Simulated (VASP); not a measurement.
# Ti3C: relaxation of the atoms with PBE

Ti3C, a slab with vacuum:

```xyz
4
Lattice="2.9075 0.0000 0.0000 -1.4538 2.5180 0.0000 0.0000 0.0000 19.9935" Properties=species:S:1:pos:R:3 pbc="T T T"
Ti    1.4538    0.8393    4.0000
Ti    0.0000    1.6787    6.2468
Ti    0.0000    0.0000    8.4935
C     0.7269    0.4197   10.2135
```

```json
{
 "Program": "VASP 6.6.1",
 "Task": "relaxation of the atoms",
 "Functional": "PBE",
 "Potentials or basis": "VASP PAW PBE potentials, release 64 (Ti_sv, C)",
 "Cutoff": "520 eV",
 "k mesh": "9 × 9 × 1",
 "Occupations": "gaussian, width 0.1 eV",
 "Spin": "no spin polarisation",
 "Dipole correction": "yes",
 "Atoms held fixed (from 0)": "[0, 1, 2, 3]",
 "Further INCAR settings": "ALGO = Normal; EDIFF = 1e-07; IBRION = 2; EDIFFG = -0.025; NSW = 36"
}
```

```json
{"Energy gained by relaxing": "7.4 meV/atom", "Ionic steps": "3", "Band gap on the k mesh": "zero (bands 20 and 21 overlap by 0.93 eV)"}
```

Step by step:
```csv
step,energy change (eV),largest force on free atoms (eV/Å),pressure (GPa)
1,0.0000,0.7264,-0.64
2,-0.0203,0.4272,-0.26
3,-0.0297,0.0020,0.23
```

Final structure:
```
CELL_PARAMETERS angstrom
2.90754 0.00000 0.00000
-1.45377 2.51801 0.00000
0.00000 0.00000 19.99353
ATOMIC_POSITIONS crystal
Ti 0.66667 0.33333 0.20006
Ti 0.33333 0.66667 0.31244
Ti 0.00000 0.00000 0.42481
C 0.33333 0.16667 0.50695
```

Levels at points of the mesh, in eV from the Fermi level:
```tsv
k point	band 17	band 18	band 19	band 20	band 21	band 22	band 23	band 24
(0.00, 0.00, 0.00)	-0.58	-0.10	0.55	0.68	0.76	0.80	0.87	0.96
```

It took 3.8 min on 1 thread of Intel(R) Xeon(R) 6975P-C (Granite Rapids) (shared host), peak memory 0.32 GiB.
